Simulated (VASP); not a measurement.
# ScIn2Se2 (P-3m1) in VASP: further runs, part 2 of 2

VASP 6.6.1. Earlier steps stand in the parts before.

## (4) Single point, PBE

This run uses another cell than the first one: it holds 10 atoms, not 5.

INCAR reads:

```
SYSTEM = ScIn2Se2
PREC = Accurate ; ENCUT = 520
EDIFF = 1E-6 ; ISMEAR = 0
SIGMA = 0.2 ; LREAL = .False.
LASPH = .True. ; NELM = 80
ALGO = Normal ; ISIF = 2
LWAVE = .False. ; LCHARG = .False.
GGA = PE ; NBANDS = 60
```

KPOINTS reads:

```
Automatic mesh
0
Gamma
  6 6 1
  0 0 0
```

POSCAR reads:

```
ScIn2Se2
1.0
    3.7982315580      0.0000000000      0.0000000000
   -1.8991157790      3.2893650187      0.0000000000
    0.0000000000      0.0000000000     22.2025248266
Sc In Se
2 4 4
Direct
    0.0000000000      0.0000000000      0.0000000000
    0.0000000000      0.0000000000      0.5000000000
    0.0000000000      0.0000000000      0.3229371728
    0.0000000000      0.0000000000      0.8229371728
    0.0000000000      0.0000000000      0.1770628272
    1.0000000000      1.0000000000      0.6770628272
    0.6666666667      0.3333333333      0.4285976202
    0.6666666667      0.3333333333      0.9285976202
    0.3333333333      0.6666666667      0.0714023798
    0.3333333333      0.6666666667      0.5714023798
```

Potentials or basis: VASP PAW PBE potentials, release 64 (Sc_sv, In_d, Se).

The run is started by

```sh
$ cat potpaw_PBE.64/Sc_sv/POTCAR potpaw_PBE.64/In_d/POTCAR potpaw_PBE.64/Se/POTCAR > POTCAR
$ mpirun -np 1 vasp_std > vasp.out
```

OUTCAR:

```text
SYSTEM = ScIn2Se2
   PREC = Accurate
   ENCUT = 520
   EDIFF = 1E-6
   ISMEAR = 0
   LREAL = .False.
   LASPH = .True.
   NELM = 80
   ISIF = 2
   GGA = PE

 ion  position               nearest neighbor table
   1  0.000  0.000  0.000-   8 2.71   9 2.71   8 2.71   9 2.71   8 2.71   9 2.71
   2  0.000  0.000  0.500-   7 2.71  10 2.71   7 2.71  10 2.71   7 2.71  10 2.71
   3  0.000  0.000  0.323-   7 3.21   7 3.21   7 3.21   5 3.24
   4  0.000  0.000  0.823-   8 3.21   8 3.21   8 3.21   6 3.24
   5  0.000  0.000  0.177-   9 3.21   9 3.21   9 3.21   3 3.24
   6  0.000  0.000  0.677-  10 3.21  10 3.21  10 3.21   4 3.24
   7  0.667  0.333  0.429-   2 2.71   2 2.71   2 2.71   3 3.21   3 3.21   3 3.21
   8  0.667  0.333  0.929-   1 2.71   1 2.71   1 2.71   4 3.21   4 3.21   4 3.21
   9  0.333  0.667  0.071-   1 2.71   1 2.71   1 2.71   5 3.21   5 3.21   5 3.21
  10  0.333  0.667  0.571-   2 2.71   2 2.71   2 2.71   6 3.21   6 3.21   6 3.21
[... 7 lines left out ...]
 A1 = (   3.7982315580,   0.0000000000,   0.0000000000)
 A2 = (  -1.8991157790,   3.2893650187,   0.0000000000)
 A3 = (   0.0000000000,   0.0000000000,  22.2025248266)

Analysis of symmetry for initial positions (statically):
=====================================================================
 Subroutine PRICEL returns following result:

  LATTYP: Found a hexagonal cell.
 ALAT       =     3.7982315580
 C/A-ratio  =     2.9227450311

  Lattice vectors:

 A1 = (   3.7982315580,   0.0000000000,   0.0000000000)
 A2 = (  -1.8991157790,   3.2893650187,   0.0000000000)
 A3 = (   0.0000000000,   0.0000000000,  11.1012624133)

   2 primitive cells build up your supercell.

 Routine SETGRP: Setting up the symmetry group for a
 hexagonal supercell.

 Subroutine GETGRP returns: Found 12 space group operations
 (whereof 12 operations were pure point group operations)
 out of a pool of 24 trial point group operations.

The static configuration has the point symmetry D_3d.

Analysis of symmetry for dynamics (positions and initial velocities):
=====================================================================
 Subroutine PRICEL returns following result:

  LATTYP: Found a hexagonal cell.
 ALAT       =     3.7982315580
 C/A-ratio  =     2.9227450311
[... 135 lines left out ...]
 non-spin polarized calculation
 Gauss-broadening in eV      SIGMA  =   0.20
  energy-cutoff  :      520.00
  volume of cell :      277.39
 maximum number of plane-waves:      7492
   NGX = 15   NGY = 15   NGZ = 83

 number of electron      98.0000009 magnetization

 Free energy of the ion-electron system (eV)
  ---------------------------------------------------
  ext. energy  EPLUGINS =         0.00000000
  ---------------------------------------------------
  free energy    TOTEN  =       -45.44880558 eV

  energy without entropy =      -45.40443568  energy(sigma->0) =      -45.42662063

 E-fermi :   4.5249     XC(G=0):  -9.3092

 val. band max:        4.4393615203   @ k =   0.3333   0.3333   0.0000
 cond. band min:       4.6103916423   @ k =   0.3333   0.3333   0.0000
 fundamental gap:      0.1710301220
 Fermi energy:         4.5248531476

 k-point     1 :       0.0000    0.0000    0.0000
  band No.  band energies     occupation
      1     -45.4941      2.00000
      2     -45.4941      2.00000
      3     -24.1404      2.00000
      4     -24.1403      2.00000
      5     -24.0855      2.00000
      6     -24.0855      2.00000
[... 430 lines left out ...]
     59       6.7926      0.00000
     60       6.7930      0.00000

------------------------ aborting loop because EDIFF is reached ----------------------------------------

  FORCE on cell =-STRESS in cart. coord.  units (eV):
  Direction    XX          YY          ZZ          XY          YZ          ZX
  --------------------------------------------------------------------------------------
  -------------------------------------------------------------------------------------
  Total        0.2023341      0.2023341      0.2496320      0.0000000     -0.0000000      0.0000000
  in kB        1.1686484      1.1686484      1.4418331      0.0000000     -0.0000000      0.0000000
  external PRESSURE =       1.2597100 kB  Pullay stress =       0.0000000 kB

 VOLUME and BASIS-vectors are now :
 -----------------------------------------------------------------------------
  energy-cutoff  :      520.00
  volume of cell :      277.39
      direct lattice vectors                 reciprocal lattice vectors
     3.798231558  0.000000000  0.000000000     0.263280420  0.152005021  0.000000000
    -1.899115779  3.289365019  0.000000000     0.000000000  0.304010043  0.000000000
     0.000000000  0.000000000 22.202524827     0.000000000  0.000000000  0.045039923

 POSITION                                       TOTAL-FORCE (eV/Angst)
 -----------------------------------------------------------------------------------
      0.00000      0.00000      0.00000        -0.000000      0.000000     -0.000000
      0.00000      0.00000     11.10126        -0.000000      0.000000     -0.000000
      0.00000      0.00000      7.17002        -0.000000      0.000000      0.011713
      0.00000      0.00000     18.27128        -0.000000      0.000000      0.011713
      0.00000      0.00000      3.93124         0.000000      0.000000     -0.011713
      0.00000      0.00000     15.03250         0.000000      0.000000     -0.011713
      1.89912      1.09646      9.51595        -0.000000     -0.000000     -0.020174
      1.89912      1.09646     20.61721        -0.000000     -0.000000     -0.020174
     -0.00000      2.19291      1.58531         0.000000      0.000000      0.020174
     -0.00000      2.19291     12.68658         0.000000      0.000000      0.020174
 -----------------------------------------------------------------------------------
    total drift:                               -0.000000      0.000000      0.000000

  FREE ENERGIE OF THE ION-ELECTRON SYSTEM (eV)
  ---------------------------------------------------
  free  energy   TOTEN  =       -45.4488055833 eV

  energy  without entropy=      -45.4044356815  energy(sigma->0) =      -45.42662063
```

OSZICAR:

```text
N       E                     dE             d eps       ncg     rms          rms(c)
DAV:   1     0.127112913988E+04    0.12711E+04   -0.42294E+04   840   0.182E+03
DAV:   2     0.158333970044E+03   -0.11128E+04   -0.10909E+04   864   0.563E+02
DAV:   3    -0.319858240381E+02   -0.19032E+03   -0.18213E+03  1148   0.241E+02
DAV:   4    -0.490443765588E+02   -0.17059E+02   -0.16795E+02  1248   0.712E+01
DAV:   5    -0.497468499267E+02   -0.70247E+00   -0.69910E+00  1272   0.170E+01    0.129E+01
DAV:   6    -0.456931627757E+02    0.40537E+01   -0.12120E+01  1264   0.218E+01    0.541E+00
DAV:   7    -0.454385772496E+02    0.25459E+00   -0.24873E+00  1216   0.699E+00    0.278E+00
DAV:   8    -0.454640509030E+02   -0.25474E-01   -0.73903E-01  1136   0.395E+00    0.171E+00
DAV:   9    -0.454504081130E+02    0.13643E-01   -0.61228E-02  1232   0.162E+00    0.143E+00
DAV:  10    -0.454489387778E+02    0.14693E-02   -0.27865E-02  1240   0.768E-01    0.270E-01
DAV:  11    -0.454487768529E+02    0.16192E-03   -0.55379E-03  1264   0.423E-01    0.135E-01
DAV:  12    -0.454488602889E+02   -0.83436E-04   -0.15368E-03  1232   0.179E-01    0.118E-01
DAV:  13    -0.454488057649E+02    0.54524E-04   -0.33178E-04  1256   0.908E-02    0.185E-02
DAV:  14    -0.454488069250E+02   -0.11601E-05   -0.46208E-05  1184   0.264E-02    0.111E-02
DAV:  15    -0.454488069742E+02   -0.49147E-07   -0.20411E-05  1096   0.227E-02    0.133E-02
DAV:  16    -0.454488055793E+02    0.13949E-05   -0.97411E-06  1032   0.152E-02    0.170E-03
DAV:  17    -0.454488055833E+02   -0.40272E-08   -0.48472E-07   604   0.496E-03
   1 F= -.45448806E+02 E0= -.45426621E+02  d E =-.443699E-01
```

stdout:

```text
POSCAR found type information on POSCAR ScInSe
 POSCAR found :  3 types and      10 ions
 scaLAPACK will be used
 LDA part: xc-table for (Slater+PW92), standard interpolation
 POSCAR, INCAR and KPOINTS ok, starting setup
 FFT: planning ... GRIDC
 FFT: planning ... GRID_SOFT
 FFT: planning ... GRID
 WAVECAR not read
 entering main loop
```

Run time: 94 s. Hardware: 1 thread of Intel Xeon 6975P-C (Granite Rapids), shared host; peak memory 0.39 GiB.

What came out:

```
Free energy            : -45.4488 eV
Pressure               : 0.1 GPa
Largest force          : 0.020 eV/Å
Band gap on the k mesh : zero (bands 49 and 50 overlap by 1.43 eV)
```

Forces on the atoms (eV/Å):
```
Sc   0.000  0.000  0.000
Sc   0.000  0.000  0.000
In   0.000  0.000  0.012
In   0.000  0.000  0.012
In   0.000  0.000 -0.012
In   0.000  0.000 -0.012
Se   0.000  0.000 -0.020
Se   0.000  0.000 -0.020
Se   0.000  0.000  0.020
Se   0.000  0.000  0.020
```

Caveat: spin-orbit coupling is left out, which moves the levels of the heavy elements.

## (5) Summary

```csv
cell,k mesh,gap on the mesh (eV),pressure (GPa),largest force (eV/Å)
"a = 3.934, b = 3.934, c = 9.871 Å, angles 90.0, 90.0, 120.0°, 5 atoms, atomic positions A",4 × 4 × 2,none,-0.1,0.03
"a = 3.797, b = 3.797, c = 11.134 Å, angles 90.0, 90.0, 120.0°, 5 atoms, atomic positions B",5 × 5 × 2,none,0.1,0.04
"a = 3.798, b = 3.798, c = 22.203 Å, angles 90.0, 90.0, 120.0°, 10 atoms, atomic positions C",6 × 6 × 1,none,0.1,0.02
```

Alike in all rows: task single point; level PBE; potentials or basis VASP PAW PBE potentials, release 64 (Sc_sv, In_d, Se); no spin polarisation; cutoff (eV) 520; smearing gaussian 0.2 eV.

Caveats: some runs use coarse meshes; spin-orbit coupling is left out, which moves the levels of the heavy elements.

Absolute energies hang on the potentials; compare differences alone.
